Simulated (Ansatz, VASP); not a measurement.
**GaSb3 in VASP and in Ansatz**

```
Ga Sb
1.0
     0.00000    3.71954    3.52613
     3.71954    0.00000    3.52613
     3.71954    3.71954    0.00000
Ga Sb
1 3
Cartesian
  0.0000 0.0000 0.0000
  1.8598 1.8598 1.7631
  5.5793 5.5793 5.2892
  3.7195 3.7195 3.5261
```

Alike in both runs: task single point; functional LDA; k mesh 10 × 10 × 10; occupations gaussian, width 0.15 eV; no spin polarisation.

|  | VASP | Ansatz |
| --- | --- | --- |
| version | VASP 6.6.1 | Ansatz 0.2.0 |
| potentials or method | VASP PAW LDA potentials, release 64 (Ga_d, Sb), cutoff 520 eV | scalar-relativistic, plane waves, PAW |
| valence electrons in the cell | 28 | 58 |

|  | VASP | Ansatz | Ansatz less VASP |
| --- | --- | --- | --- |
| gap on the k mesh at the Fermi level (eV) | none | none | - |
| pressure (GPa) | -1.4 | -1.5 | -0.09 |
| traceless stress, the component that is largest in VASP (GPa) | 0.73 | 0.70 | -0.023 |

Ansatz warns that its potentials were made for another functional, while VASP's fit it. LDA's correlation is that of Perdew and Zunger in VASP and of Perdew and Wang (1992) in Ansatz. A gap of «none» marks a metal or a gap that the smearing closes. VASP's potentials hold 28 valence electrons a cell and Ansatz's 58, so a difference there can come from the potentials and not from the codes.

Neither program's run includes spin-orbit coupling.
